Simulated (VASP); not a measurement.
**La: single point with r2SCAN**

The system is La.

```xyz
4
Lattice="3.7963 0.0000 0.0000 -1.8982 3.2877 0.0000 0.0000 0.0000 12.0413" Properties=species:S:1:pos:R:3 pbc="T T T"
La    0.0000    0.0000    0.0000
La    0.0000    0.0000    6.0206
La    0.0000    2.1918    3.0103
La    1.8982    1.0959    9.0309
```

- Program: VASP 6.6.1
- Task: single point
- Functional: r2SCAN
- Potentials or basis: VASP PAW PBE potentials, release 64 (La)
- Cutoff: 520 eV
- k mesh: 11 × 11 × 3
- Occupations: fermi-dirac, width 0.03 eV
- Spin: no spin polarisation
- Dipole correction: no
- Further INCAR settings: ALGO = Normal; EDIFF = 1e-06; NBANDS = 30

```
Pressure               : -0.1 GPa
Band gap on the k mesh : zero (bands 22 and 23 overlap by 1.26 eV)
```

Stress tensor (GPa, compression positive):
```
-0.15  0.00  0.00
 0.00 -0.15  0.00
 0.00  0.00  0.00
```

Levels at points of the mesh, in eV from the Fermi level:
```csv
k point,band 18,band 19,band 20,band 21,band 22,band 23,band 24,band 25,band 26,band 27
"(0.00, 0.00, 0.00)",-1.93,-1.92,-1.82,0.54,0.71,1.34,1.34,1.42,1.42,1.51
```

Wall time 14 min on 1 thread of Intel(R) Xeon(R) Platinum 8488C (Sapphire Rapids) (shared host), peak memory 0.35 GiB.

Caveat: the PAW data sets were made with another functional, which shifts forces and pressure a little; spin-orbit coupling is left out, which moves the levels of the heavy elements.
